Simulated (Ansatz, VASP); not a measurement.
**Two plane-wave programs on CaBr**

Contents of INCAR:

```
SYSTEM = CaBr
  ALGO = Normal
  EDIFF = 1E-6
  ENCUT = 500
  GGA = RP
  GGA_COMPAT = .FALSE.
  ISIF = 2
  ISMEAR = 1
  LASPH = .TRUE.
  LCHARG = .TRUE.
  LELF = .TRUE.
  LREAL = .FALSE.
  LVHAR = .TRUE.
  LWAVE = .FALSE.
  NBANDS = 16
  NELM = 120
  PREC = Accurate
  SIGMA = 0.1
```

Contents of KPOINTS:

```
k-points
0
G
  3 3 1
  0 0 0
```

POSCAR

```
CaBr
1.0
    3.9170223818      0.0000000000      0.0000000000
   -1.9585111909      3.3922408898      0.0000000000
    0.0000000000      0.0000000000      4.3410340000
Ca Br
1 1
Direct
    0.0000000000      0.0000000000      0.0000000000
    0.3333333333      0.6666666667      0.5000000000
```

Input for Ansatz:

```yaml
crystal:
  lattice:
    - [3.9170223818, 0.0, 0.0]
    - [-1.9585111909, 3.3922408898, 0.0]
    - [0.0, 0.0, 4.341034]
  atoms:
    - { symbol: Ca, position: [0.0, 0.0, 0.0] }
    - { symbol: Br, position: [0.3333333333, 0.6666666667, 0.5] }
basis: {}
kpoints:
  mp_grid: { grid: [3, 3, 1] }
hamiltonian:
  xc: rpbe
  pseudopotentials: { kind: paw, source: ansatz }
scf:
  occupations: { method: cold }
  mixing: { preconditioner: kerker_dos }
  initial_density: { chi_scale: 0, normalization: atom }
  self_checks: high
  max_iter: 74
output:
  forces: true
  stress: true
  eigenvalues: true
```

Alike in both runs: task single point; functional RPBE; k mesh 3 × 3 × 1; no spin polarisation.

|  | VASP | Ansatz |
| --- | --- | --- |
| version | VASP 6.6.1 | Ansatz 0.2.0 |
| potentials or method | VASP PAW PBE potentials, release 64 (Ca_sv, Br) | scalar-relativistic, plane waves, PAW (harder set) |
| plane-wave cutoff (eV) | 500 | 680 |
| occupations | methfessel-paxton of order 1, width 0.1 eV | cold |
| valence electrons in the cell | 17 | 27 |

```csv
,VASP,Ansatz,Ansatz less VASP
gap on the k mesh at the Fermi level (eV),none,none,-
pressure (GPa),4.5,4.4,-0.05
"traceless stress, the component that is largest in VASP (GPa)",7.13,7.10,-0.029
```

VASP's potentials were made for PBE, not for RPBE. A gap of «none» marks a metal or a gap that the smearing closes. VASP's potentials hold 17 valence electrons a cell and Ansatz's 27, so a difference there can come from the potentials and not from the codes.

The k mesh is coarse, so the values compare programs but aren't converged.
